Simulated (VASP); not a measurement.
**CoSi2 (fluorite type): single point with LDA**

The system is CoSi2 (fluorite type).

```
Co Si
1.0
     0.00000    2.58342    2.58342
     2.58342    0.00000    2.58342
     2.58342    2.58342    0.00000
Co Si
1 2
Direct
  0.00000 0.00000 0.00000
  0.25000 0.25000 0.25000
  0.75000 0.75000 0.75000
```

This cell differs from its parent crystal: volume scaled by 0.94.

```json
{
  "Program": "VASP 6.6.1",
  "Task": "single point",
  "Functional": "LDA",
  "Potentials or basis": "VASP PAW LDA potentials, release 64 (Co, Si)",
  "Cutoff": "520 eV",
  "k mesh": "10 × 10 × 10",
  "Occupations": "fermi-dirac, width 0.1 eV",
  "Spin": "no spin polarisation",
  "Dipole correction": "no",
  "Further INCAR settings": "ALGO = Normal; EDIFF = 1e-06; NBANDS = 16"
}
```

```json
{
  "Pressure": "14.8 GPa"
}
```

Levels at points of the mesh, in eV from the Fermi level:
```
           k point  band 5  band 6  band 7  band 8  band 9  band 10  band 11  band 12  band 13  band 14
(0.00, 0.00, 0.00)   -2.32   -2.32    1.78    3.47    3.47     3.47     3.85     3.85     3.85     6.11
(0.50, 0.00, 0.00)   -2.50   -1.98   -1.98   -0.51   -0.51     2.97     3.75     3.75     5.26    10.85
(0.50, 0.50, 0.00)   -3.94   -2.34   -2.34   -2.26   -1.62     2.00     2.96     8.70    10.60    10.60
```

Wall time 24 s on 1 thread of AMD EPYC 7R13 Processor (Zen 3) (shared host), peak memory 0.12 GiB.

 Spin polarisation is off, so any magnetic state and its effect on volume and gap are missing.
